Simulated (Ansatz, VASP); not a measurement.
## GaSi3: VASP beside Ansatz

```xyz
8
Lattice="5.6635 0.0000 0.0000 -2.8318 4.9048 0.0000 0.0000 0.0000 4.5459" Properties=species:S:1:pos:R:3 pbc="T T T"
Ga    0.0000    3.2699    1.1365
Ga    2.8318    1.6349    3.4094
Si    2.8318    3.2666    1.1365
Si   -1.4131    4.0857    3.4094
Si    1.4187    0.8191    1.1365
Si    0.0000    1.6382    3.4094
Si    4.2448    0.8191    1.1365
Si    1.4131    4.0857    3.4094
```

Alike in both runs: task single point; functional PBE; k mesh 6 × 6 × 4; occupations gaussian, width 0.1 eV; no spin polarisation.

|  | VASP | Ansatz |
| --- | --- | --- |
| version | VASP 6.6.1 | Ansatz 0.2.0 |
| potentials or method | VASP PAW PBE potentials, release 64 (Ga_d, Si), cutoff 520 eV | scalar-relativistic, plane waves, PAW |
| valence electrons in the cell | 50 | 50 |

VASP gave:

```
gap on the k mesh at the Fermi level (eV)                     : none
pressure (GPa)                                                : -0.9
traceless stress, the component that is largest in VASP (GPa) : 4.80
rms of the force components (eV/Å)                            : 0.162
```

Q: Estimate Ansatz's values.

A: gap on the k mesh at the Fermi level (eV): none; pressure (GPa): -0.9; traceless stress, the component that is largest in VASP (GPa): 4.80; rms of the force components (eV/Å): 0.160.

Atom by atom the forces differ by 0.001 eV/Å (rms over components). A gap of «none» marks a metal or a gap that the smearing closes.
